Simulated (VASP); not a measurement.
Write the native input for VASP 6.6.1 that does the following.

```
Task                   : electric field gradients
Functional             : PBEsol
Potentials or basis    : VASP PAW PBE potentials, release 64 (Sr_sv, O)
Cutoff                 : 520 eV
k mesh                 : 8 × 8 × 8
Occupations            : fermi-dirac, width 0.03 eV
Spin                   : no spin polarisation
Dipole correction      : no
Further INCAR settings : ALGO = Normal; EDIFF = 1e-08; NBANDS = 15
```

The structure of SrO lies in POSCAR:

```
SrO
1.0
    0.0000000000      2.5525525005      2.5525525005
    2.5525525005      0.0000000000      2.5525525005
    2.5525525005      2.5525525005      0.0000000000
Sr O
1 1
Direct
    0.0000000000      0.0000000000      0.0000000000
    0.5000000000      0.5000000000      0.5000000000
```

This cell differs from its parent crystal: volume scaled by 0.98.

One way to write it, as run:

INCAR

```
  ALGO = Normal
  EDIFF = 1E-8
  ENCUT = 520
  GGA = PS
  ISIF = 2
  ISMEAR = -1
  LASPH = True
  LCHARG = False
  LEFG = True
  LREAL = False
  LWAVE = False
  NBANDS = 15
  NELM = 60
  PREC = Accurate
  SIGMA = 0.03
```

KPOINTS

```
k-points
0
Gamma
  8 8 8
```

Potentials or basis: VASP PAW PBE potentials, release 64 (Sr_sv, O).

Run with:

```console
$ cat potpaw_PBE.64/Sr_sv/POTCAR potpaw_PBE.64/O/POTCAR > POTCAR
$ mpirun -np 1 vasp_std > vasp.out
```

Results of the run:

| Quantity | Value |
| --- | --- |
| Pressure | 1.6 GPa |
| Band gap on the k mesh | 3.14 eV, indirect (least direct gap 3.21 eV) |

Caveat: without QUAD_EFG the Cq values of the log hold for a quadrupole moment of 1 mb, not for the nuclei; the PAW data sets were made with another functional, which shifts forces and pressure a little.

Run time: 15 s on 1 thread of Intel(R) Xeon(R) Platinum 8375C CPU @ 2.90GHz (Ice Lake), on a shared host, peak memory 0.16 GiB.
